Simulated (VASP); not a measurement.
# Li (Fd-3m) in VASP: notebook

Li is run at these levels: PBE; tasks: single point.

Everything below comes from runs of VASP 6.6.1. Logs are shortened: lines on timing, memory, paths and dates and some standing lists are left out, and cuts for length are marked.

## (1) The cell of the first run

The structure is cubic, space group Fd-3m (No. 227). The conventional cell has a = 4.341 Å, b = 4.341 Å, c = 4.341 Å, α = 90.00°, β = 90.00°, γ = 90.00°. Li (site symmetry -43m) has 4 Li at 1.88 Å within 2.5 Å.

## (2) Single point, PBE (volume scaled by 0.4)

INCAR

```
SYSTEM = Li
ALGO = Normal ; EDIFF = 1E-7
ENCUT = 520 ; GGA = PE
ISIF = 2 ; ISMEAR = -1
LASPH = .TRUE. ; LCHARG = .FALSE.
LREAL = .FALSE. ; LWAVE = .FALSE.
NBANDS = 10 ; NELM = 100
PREC = Accurate ; SIGMA = 0.05
```

KPOINTS

```
k-points
0
G
  11 11 11
  0 0 0
```

POSCAR

```
Li
1.0
    0.0000000000      2.1704042944      2.1704042944
    2.1704042944      0.0000000000      2.1704042944
    2.1704042944      2.1704042944      0.0000000000
Li
2
Direct
   -0.1250000000     -0.1250000000     -0.1250000000
    0.1250000000      0.1250000000      0.1250000000
```

Potentials or basis: VASP PAW PBE potentials, release 64 (Li_sv).

Command:

```
> cat potpaw_PBE.64/Li_sv/POTCAR > POTCAR
> mpirun -np 1 vasp_std > vasp.out
```

OUTCAR:

```text
SYSTEM = Li
   EDIFF = 1E-7
   ENCUT = 520
   GGA = PE
   ISIF = 2
   ISMEAR = -1
   LASPH = .TRUE.
   LREAL = .FALSE.
   NELM = 100
   PREC = Accurate

 ion  position               nearest neighbor table
   1  0.875  0.875  0.875-   2 1.88   2 1.88   2 1.88   2 1.88
   2  0.125  0.125  0.125-   1 1.88   1 1.88   1 1.88   1 1.88

  LATTYP: Found a face centered cubic cell.
 ALAT       =     4.3408085888

  Lattice vectors:

 A1 = (   0.0000000000,   2.1704042944,   2.1704042944)
 A2 = (   2.1704042944,   0.0000000000,   2.1704042944)
 A3 = (   2.1704042944,   2.1704042944,   0.0000000000)

Analysis of symmetry for initial positions (statically):
[... 6 lines left out ...]

 Subroutine GETGRP returns: Found 48 space group operations
 (whereof 12 operations were pure point group operations)
 out of a pool of 48 trial point group operations.

The static configuration has the point symmetry D_3d.
 The point group associated with its full space group is O_h .

Analysis of symmetry for dynamics (positions and initial velocities):
[... 6 lines left out ...]

 Subroutine GETGRP returns: Found 48 space group operations
 (whereof 12 operations were pure point group operations)
 out of a pool of 48 trial point group operations.

The dynamic configuration has the point symmetry D_3d.
 The point group associated with its full space group is O_h .

 Subroutine INISYM returns: Found 48 space group operations
 (whereof 12 operations are pure point group operations),
 and found     1 'primitive' translations

----------------------------------------------------------------------------------------

                                     Primitive cell

  volume of cell :      20.4481

  direct lattice vectors                    reciprocal lattice vectors
     0.000000000  2.170404294  2.170404294    -0.230371826  0.230371826  0.230371826
     2.170404294  0.000000000  2.170404294     0.230371826 -0.230371826  0.230371826
     2.170404294  2.170404294  0.000000000     0.230371826  0.230371826 -0.230371826

  length of vectors
     3.069415189  3.069415189  3.069415189     0.399015707  0.399015707  0.399015707

  position of ions in fractional coordinates (direct lattice)
     0.875000000  0.875000000  0.875000000
     0.125000000  0.125000000  0.125000000

  ion indices of the primitive-cell ions
   primitive index   ion index
                 1           1
                 2           2

----------------------------------------------------------------------------------------

 KPOINTS: k-points

Automatic generation of k-mesh.
 Grid dimensions read from file:
 generate k-points for:   11   11   11

 Generating k-lattice:

  Cartesian coordinates                     Fractional coordinates (reciprocal lattice)
    -0.020942893  0.020942893  0.020942893     0.090909091  0.000000000  0.000000000
     0.020942893 -0.020942893  0.020942893     0.000000000  0.090909091  0.000000000
     0.020942893  0.020942893 -0.020942893     0.000000000  0.000000000  0.090909091

  Length of vectors
     0.036274155  0.036274155  0.036274155

  Shift w.r.t. Gamma in fractional coordinates (k-lattice)
     0.000000000  0.000000000  0.000000000

 Subroutine IBZKPT returns following result:
 ===========================================

 Found     56 irreducible k-points:

 Following reciprocal coordinates:
            Coordinates               Weight
  0.000000  0.000000  0.000000      1.000000
  0.090909  0.000000  0.000000      8.000000
  0.181818  0.000000  0.000000      8.000000
  0.272727  0.000000  0.000000      8.000000
  0.363636  0.000000  0.000000      8.000000
  0.454545  0.000000  0.000000      8.000000
[... 16 lines left out ...]
 -0.272727  0.181818  0.000000     24.000000
 -0.181818  0.181818  0.000000     12.000000
 [... further k-points ...]
   k-points           NKPTS =     56   k-points in BZ     NKDIM =     56   number of bands    NBANDS=     10
   number of dos      NEDOS =    301   number of ions     NIONS =      2
   total plane-waves  NPLWV =  13824
   dimension x,y,z NGX =    24 NGY =   24 NGZ =   24
   dimension x,y,z NGXF=    48 NGYF=   48 NGZF=   48
   ions per type =               2
   NGX,Y,Z   is equivalent  to a cutoff of  13.00, 13.00, 13.00 a.u.
   NGXF,Y,Z  is equivalent  to a cutoff of  26.00, 26.00, 26.00 a.u.
 SYSTEM =  Li
   PREC   = accura    normal or accurate (medium, high low for compatibility)
   ISTART =      0    job   : 0-new  1-cont  2-samecut
   ICHARG =      2    charge: 1-file 2-atom 10-const
   ISPIN  =      1    spin polarized calculation?
   LNONCOLLINEAR =      F non collinear calculations
   LSORBIT =      F    spin-orbit coupling
   LASPH  =      T    aspherical Exc in radial PAW
   ENCUT  =  520.0 eV  38.22 Ry    6.18 a.u.   5.71  5.71  5.71*2*pi/ulx,y,z
   NELM   =    100;   NELMIN=  2; NELMDL= -5     # of ELM steps
   EDIFF  = 0.1E-06   stopping-criterion for ELM
   LREAL  =      F    real-space projection
   EDIFFG = 0.1E-05   stopping-criterion for IOM
   NSW    =      0    number of steps for IOM
   IBRION =     -1    ionic relax: 0-MD 1-quasi-New 2-CG
   NFREE  =      0    steps in history (QN), initial steepest desc. (CG)
   ISIF   =      2    stress and relaxation
   ISYM   =      2    0-nonsym 1-usesym 2-fastsym
   POTIM  = 0.5000    time-step for ionic-motion
   TEBEG  =    0.0;   TEEND  =   0.0 temperature during run
   PSTRESS=    0.0 pullay stress
   NELECT =       6.0000    total number of electrons
   NUPDOWN=      -1.0000    fix difference up-down
   EMIN   =  10.00;   EMAX   =-10.00  energy-range for DOS
   EFERMI =   0.00;   METHOD = LEGACY
   ISMEAR =    -1;   SIGMA  =   0.05  broadening in eV -4-tet -1-fermi 0-gaus
   EFERMI_NEDOS =   21; number of points for ismear=-14 and -15
   IALGO  =     38    algorithm
   IMIX   =      4    mixing-type and parameters
     AMIX     =   0.40;   BMIX     =  1.00
     AMIX_MAG =   1.60;   BMIX_MAG =  1.00
  volume/ion in A,a.u.               =      10.22        69.00
  Fermi-wavevector in a.u.,A,eV,Ry     =   1.087864  2.055765 16.101789  1.183448
  Thomas-Fermi vector in A             =   2.224033
   LORBIT       =      0    0 simple, 1 ext, 2 COOP (PROOUT), +10 PAW based schemes
   GGA     = PE    functional components
   LHFCALC =     F    Hartree Fock is set to
   AEXX    =    0.0000 exact exchange contribution
   IVDW    =     0    specifies the selected vdW correction
   LEPSILON=     F    determine dielectric tensor
   LRPA    =     F    only Hartree local field effects (RPA)
 non-spin polarized calculation
  energy-cutoff  :      520.00
  volume of cell :       20.45
 maximum number of plane-waves:       560
   NGX = 11   NGY = 11   NGZ = 11

 number of electron       5.9999994 magnetization

 Free energy of the ion-electron system (eV)
  ---------------------------------------------------
  ext. energy  EPLUGINS =         0.00000000
  ---------------------------------------------------
  free energy    TOTEN  =        -1.66574568 eV

  energy without entropy =       -1.66529377  energy(sigma->0) =       -1.66551972

 E-fermi :   4.2412     XC(G=0):  -8.9441

 val. band max:        4.1065964806   @ k =  -0.4545   0.4545   0.0000
 cond. band min:       4.3814778802   @ k =  -0.4545   0.4545   0.0000
 fundamental gap:      0.2748813996
 Fermi energy:         4.2411842425

 k-point     1 :       0.0000    0.0000    0.0000
  band No.  band energies     occupation
      1     -44.5131      2.00000
      2     -43.5006      2.00000
      3      -0.7346      2.00000
      4      14.2391      0.00000
      5      14.2391      0.00000
      6      14.2391      0.00000
      7      15.7024      0.00000
      8      15.7024      0.00000
      9      15.7024      0.00000
     10      24.0981      0.00000

 k-point     2 :       0.0909    0.0000    0.0000
  band No.  band energies     occupation
      1     -44.4968      2.00000
      2     -43.5153      2.00000
      3      -0.6392      2.00000
      4      12.3925      0.00000
      5      13.5790      0.00000
      6      13.5790      0.00000
      7      16.5306      0.00000
      8      16.5306      0.00000
      9      17.6467      0.00000
     10      22.3402      0.00000

 k-point     3 :       0.1818    0.0000    0.0000
  band No.  band energies     occupation
      1     -44.4506      2.00000
      2     -43.5574      2.00000
      3      -0.3622      2.00000
      4      10.1757      0.00000
      5      12.7436      0.00000
      6      12.7436      0.00000
      7      17.4628      0.00000
      8      17.4628      0.00000
      9      20.0589      0.00000
     10      20.8749      0.00000

 k-point     4 :       0.2727    0.0000    0.0000
  band No.  band energies     occupation
      1     -44.3826      2.00000
      2     -43.6198      2.00000
      3       0.0691      2.00000
      4       8.2266      0.00000
      5      12.1401      0.00000
      6      12.1401      0.00000
      7      17.1930      0.00000
      8      17.1930      0.00000
      9      19.8596      0.00000
     10      22.1667      0.00000
[... 222 lines left out ...]
 k-point    22 :      -0.3636    0.1818    0.0000
  band No.  band energies     occupation
      1     -44.2178      2.00000
      2     -43.7743      2.00000
      3       1.3730      2.00000
      4       6.0781      0.00000
      5       9.0776      0.00000
      6      10.6344      0.00000
      7      15.6468      0.00000
      8      18.4188      0.00000
      9      22.7341      0.00000
     10      23.3022      0.00000

 k-point    23 :      -0.2727    0.1818    0.0000
  band No.  band energies     occupation
      1     -44.2840      2.00000
      2     -43.7114      2.00000
      3       0.8161      2.00000
      4       7.2932      0.00000
      5       8.9787      0.00000
      6      11.5996      0.00000
      7      16.2451      0.00000
      8      18.2268      0.00000
      9      21.3018      0.00000
     10      22.5664      0.00000

 k-point    24 :      -0.1818    0.1818    0.0000
  band No.  band energies     occupation
      1     -44.3573      2.00000
      2     -43.6432      2.00000
      3       0.2662      2.00000
      4       8.8080      0.00000
      5       9.3176      0.00000
      6      12.7009      0.00000
      7      17.1443      0.00000
      8      17.7389      0.00000
      9      19.8536      0.00000
     10      21.6904      0.00000

 [... further k-points ...]

------------------------ aborting loop because EDIFF is reached ----------------------------------------

  FORCE on cell =-STRESS in cart. coord.  units (eV):
  Direction    XX          YY          ZZ          XY          YZ          ZX
  --------------------------------------------------------------------------------------
  -------------------------------------------------------------------------------------
  Total        2.9913283      2.9913283      2.9913283      0.0000000      0.0000000      0.0000000
  in kB      234.3811822    234.3811822    234.3811822      0.0000000      0.0000000      0.0000000
  external PRESSURE =     234.3811822 kB  Pullay stress =       0.0000000 kB

 VOLUME and BASIS-vectors are now :
 -----------------------------------------------------------------------------
  energy-cutoff  :      520.00
  volume of cell :       20.45
      direct lattice vectors                 reciprocal lattice vectors
     0.000000000  2.170404294  2.170404294    -0.230371826  0.230371826  0.230371826
     2.170404294  0.000000000  2.170404294     0.230371826 -0.230371826  0.230371826
     2.170404294  2.170404294  0.000000000     0.230371826  0.230371826 -0.230371826

 POSITION                                       TOTAL-FORCE (eV/Angst)
 -----------------------------------------------------------------------------------
      3.79821      3.79821      3.79821        -0.000000     -0.000000     -0.000000
      0.54260      0.54260      0.54260         0.000000      0.000000      0.000000
 -----------------------------------------------------------------------------------
    total drift:                                0.000000      0.000000      0.000000

  FREE ENERGIE OF THE ION-ELECTRON SYSTEM (eV)
  ---------------------------------------------------
  free  energy   TOTEN  =        -1.6657456792 eV

  energy  without entropy=       -1.6652937687  energy(sigma->0) =       -1.66551972
```

Run time: 14 s. Hardware: 1 thread of AMD EPYC 7R43 (Zen 3), shared host; peak memory 0.09 GiB.

What came out:

| Property | Result |
| --- | --- |
| Free energy | -1.6657 eV |
| Band gap on the k mesh | 0.27 eV, direct |

Caveat: the cutoff is under 1.25 times the usual one of these potentials, so pressure, stress and relaxed cells hold a basis-set (Pulay) error.

[end of part 1 of 2]
